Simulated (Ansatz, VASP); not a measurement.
**One calculation of AlNi, two programs**

The input INCAR:

```
PREC     = Accurate       # precision mode
ENCUT    = 520            # plane-wave cutoff, eV
EDIFF    = 1E-6           # SCF threshold, eV
ISMEAR   = 0              # smearing method
SIGMA    = 0.15           # smearing width, eV
LREAL    = False          # projectors in reciprocal space
LASPH    = True           # aspherical terms in the spheres
NELM     = 100            # most SCF steps
ALGO     = Fast           # electronic algorithm
ISIF     = 2              # what is computed and relaxed
LWAVE    = False          # write WAVECAR
LCHARG   = False          # write CHGCAR
GGA      = PS             # functional
NBANDS   = 14             # bands
```

File KPOINTS:

```
regular mesh
0
Gamma
  16 16 16
```

The input POSCAR:

```
AlNi
1.0
    2.0211996424     -2.0211459319      0.0000000000
    2.0211996424      2.0211459319      0.0000000000
    0.0000000000      0.0000000000      2.8688666979
Al Ni
1 1
Direct
    0.0000000000      0.0000000000      0.0000000000
    0.5000000000      0.5000000000      0.5000000000
```

Input for Ansatz:

```yaml
crystal:
  lattice:
    - [2.0211996418, -2.021145931, 0.0]
    - [2.0211996418, 2.021145931, 0.0]
    - [0.0, 0.0, 2.8688666946]
  atoms:
    - { symbol: Al, position: [0.0, 0.0, 0.0] }
    - { symbol: Ni, position: [0.5, 0.5, 0.5] }
basis:
  ecutwfc: 520.0
kpoints:
  mp_grid: { grid: [16, 16, 16] }
hamiltonian:
  xc: pbesol
  pseudopotentials: { kind: paw, azcp: { folder: soft_1 } }
scf:
  occupations: { method: gaussian, width: 0.15 }
output:
  forces: true
  stress: true
  eigenvalues: true
  write_density: true
  write_potential: true
  elf: true
  volumetric_format: npy
```

Alike in both runs: task single point; functional PBEsol; k mesh 16 × 16 × 16; occupations gaussian, width 0.15 eV; no spin polarisation.

|  | VASP | Ansatz |
| --- | --- | --- |
| version | VASP 6.6.1 | Ansatz 0.2.0 |
| potentials or method | VASP PAW PBE potentials, release 64 (Al, Ni), cutoff 520 eV | scalar-relativistic, plane waves, PAW |
| valence electrons in the cell | 13 | 21 |

Ansatz gave:

* gap on the k mesh at the Fermi level (eV): none
* pressure (GPa): 0.0
* traceless stress, the component that is largest in VASP (GPa): -0.22

Problem. Which values does VASP return?

Solution. gap on the k mesh at the Fermi level (eV): none; pressure (GPa): -0.1; traceless stress, the component that is largest in VASP (GPa): -0.22.

VASP's potentials were made for PBE, not for PBEsol, and Ansatz warns of the same on its side. A gap of «none» marks a metal or a gap that the smearing closes. The functional is the same, so the differences come from potentials, cutoffs and numerics. VASP's potentials hold 13 valence electrons a cell and Ansatz's 21, so a difference there can come from the potentials and not from the codes. Ansatz's warnings: near symmetry operations not taken.
